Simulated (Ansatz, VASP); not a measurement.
# Ni: VASP beside Ansatz

File INCAR:

```
SYSTEM = Ni
PREC = Accurate
ENCUT = 520
EDIFF = 1E-6
ISMEAR = -1
SIGMA = 0.05
LREAL = .False.
LASPH = .True.
NELM = 150
ALGO = Normal
ISIF = 2
LWAVE = .False.
LCHARG = .True.
ISPIN = 2
MAGMOM = 0.797 0.797
LORBIT = 11
LMAXMIX = 4
LELF = .True.
LVHAR = .True.
NBANDS = 21
```

File KPOINTS:

```
regular mesh
0
Gamma
  12 12 12
  0 0 0
```

POSCAR

```
Ni
1.0
    0.0000000000      2.5649832676      2.5649832676
    2.5649832676      0.0000000000      2.5649832676
    2.5649832676      2.5649832676      0.0000000000
Ni
2
Direct
    0.1250000000      0.1250000000      0.1250000000
    0.8750000000      0.8750000000      0.8750000000
```

Input for Ansatz:

```yaml
crystal:
  lattice:
    - [0.0, 2.5649832676, 2.5649832676]
    - [2.5649832676, 0.0, 2.5649832676]
    - [2.5649832676, 2.5649832676, 0.0]
  atoms:
    - { symbol: Ni, position: [0.125, 0.125, 0.125], spin: 0.797 }
    - { symbol: Ni, position: [0.875, 0.875, 0.875], spin: 0.797 }
hamiltonian:
  xc: lda
  pseudopotentials:
    kind: paw
    azcp:
      Ni: "pseudopotentials/Ni.paw.azcp"
basis:
  ecutwfc: 420
  fft_grid_basis: typed
kpoints:
  mp_grid: { grid: [12, 12, 12], shift: [0, 0, 0] }
magnetization:
  spin_polarized: true
scf:
  occupations: { method: fermi_dirac, width: 0.05 }
  lower_state_search: "off"
output:
  stress: true
```

Alike in both runs: task single point; functional LDA; k mesh 12 × 12 × 12; occupations fermi-dirac, width 0.05 eV; collinear spin.

|  | VASP | Ansatz |
| --- | --- | --- |
| version | VASP 6.6.1 | Ansatz 0.2.0 |
| potentials or method | VASP PAW LDA potentials, release 64 (Ni), cutoff 520 eV | plane waves (420 eV) with PAW, scalar-relativistic |
| valence electrons in the cell | 20 | 36 |

Ansatz gave:

- pressure (GPa): -10.4
- net moment per atom (μB): 0.78
- size of the moment on the site where the two differ most (μB): 0.81

**Question.** Estimate VASP's values.

**Answer.** Pressure (GPa): -10.4; net moment per atom (μB): 0.76; size of the moment on the site where the two differ most (μB): 0.76.

Ansatz warns that its potentials were made for another functional, while VASP's fit it. LDA's correlation is that of Perdew and Zunger in VASP and of Perdew and Wang (1992) in Ansatz. Site moments also hang on the region over which each program counts them. VASP's potentials hold 20 valence electrons a cell and Ansatz's 36, so a difference there can come from the potentials and not from the codes.
